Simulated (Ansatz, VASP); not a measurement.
## Pt: VASP beside Ansatz

POSCAR

```
Pt
1.0
   -1.6634310000      1.6634310000      1.5842200000
    1.6634310000     -1.6634310000      1.5842200000
    1.5050090000      1.5050090000     -1.5842200000
Pt
1
Direct
    0.0000000000      0.0000000000      0.0000000000
```

File INCAR.step1:

```
SYSTEM = Pt
  PREC = Accurate
  ENCUT = 520
  ISMEAR = 0
  SIGMA = 0.15
  LREAL = .FALSE.
  LASPH = .TRUE.
  NELM = 100
  NBANDS = 11
  GGA = PE
  ALGO = Normal
  EDIFF = 1E-4
  LWAVE = .TRUE.
  LCHARG = .FALSE.
```

File INCAR.step2:

```
SYSTEM = Pt
  PREC = Accurate
  ENCUT = 520
  EDIFF = 1E-6
  ISMEAR = 0
  SIGMA = 0.15
  LREAL = .FALSE.
  LASPH = .TRUE.
  NELM = 100
  ALGO = Normal
  ISIF = 2
  LWAVE = .FALSE.
  LCHARG = .FALSE.
  METAGGA = R2SCAN
  LMIXTAU = .TRUE.
  NBANDS = 11
  ISTART = 1
```

KPOINTS

```
regular mesh
0
G
  22 22 22
  0 0 0
```

Input for Ansatz:

```yaml
crystal:
  lattice:
    - [-1.663431, 1.663431, 1.58422]
    - [1.663431, -1.663431, 1.58422]
    - [1.505009, 1.505009, -1.58422]
  atoms:
    - { symbol: Pt, position: [0.0, 0.0, 0.0] }
basis:
  ecutwfc: 500
kpoints:
  mp_grid: { grid: [22, 22, 22] }
hamiltonian:
  xc: r2scan
scf:
  occupations: { method: gaussian, width: 0.15 }
output:
  forces: true
  stress: true
  eigenvalues: true
```

Change from the starting cell: strain -0.1000 x Voigt [0, 0, 0, 0, 0, 1], atoms carried along.

Alike in both runs: task single point; functional r2SCAN; k mesh 22 × 22 × 22; occupations gaussian, width 0.15 eV; no spin polarisation.

|  | VASP | Ansatz |
| --- | --- | --- |
| version | VASP 6.6.1 | Ansatz 0.2.0 |
| potentials or method | VASP PAW PBE potentials, release 64 (Pt), cutoff 520 eV | scalar-relativistic, plane waves, PAW |
| valence electrons in the cell | 10 | 18 |

|  | VASP | Ansatz | Ansatz less VASP |
| --- | --- | --- | --- |
| gap on the k mesh at the Fermi level (eV) | none | none | - |
| pressure (GPa) | -2.5 | -3.1 | -0.57 |
| traceless stress, the component that is largest in VASP (GPa) | 13.88 | 13.69 | -0.194 |

VASP's potentials were made for PBE, not for r2SCAN. A gap of «none» marks a metal or a gap that the smearing closes. With one functional, cell and mesh, what is left measures potentials, basis and numerics. VASP's potentials hold 10 valence electrons a cell and Ansatz's 18, so a difference there can come from the potentials and not from the codes.

Neither program's run includes spin-orbit coupling.
